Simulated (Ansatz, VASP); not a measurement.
## KI: VASP beside Ansatz

```
K I
1.0
     0.00000    3.58907    3.58907
     3.58907    0.00000    3.58907
     3.58907    3.58907    0.00000
K I
1 1
Direct
  0.00000 0.00000 0.00000
  0.50000 0.50000 0.50000
```

Alike in both runs: functional PBE; k mesh 6 × 6 × 6; occupations gaussian, width 0.02 eV; no spin polarisation.

Ansatz relaxed the structure, and its values are those at the end. VASP's run is a single point on that final structure, the one shown.

|  | VASP | Ansatz |
| --- | --- | --- |
| version | VASP 6.6.1 | Ansatz 0.2.0 |
| potentials or method | VASP PAW PBE potentials, release 64 (K_sv, I), cutoff 520 eV | scalar-relativistic, plane waves, PAW |
| valence electrons in the cell | 16 | 26 |

|  | VASP | Ansatz | Ansatz less VASP |
| --- | --- | --- | --- |
| gap on the k mesh at the Fermi level (eV) | 3.86 | 3.86 | +0.004 |
| least direct gap on the mesh (eV) | 3.86 | 3.86 | +0.004 |
| pressure (GPa) | 0.0 | 0.0 | -0.03 |

The functional is the same, so the differences come from potentials, cutoffs and numerics. VASP's potentials hold 16 valence electrons a cell and Ansatz's 26, so a difference there can come from the potentials and not from the codes.

Neither program's run includes spin-orbit coupling.
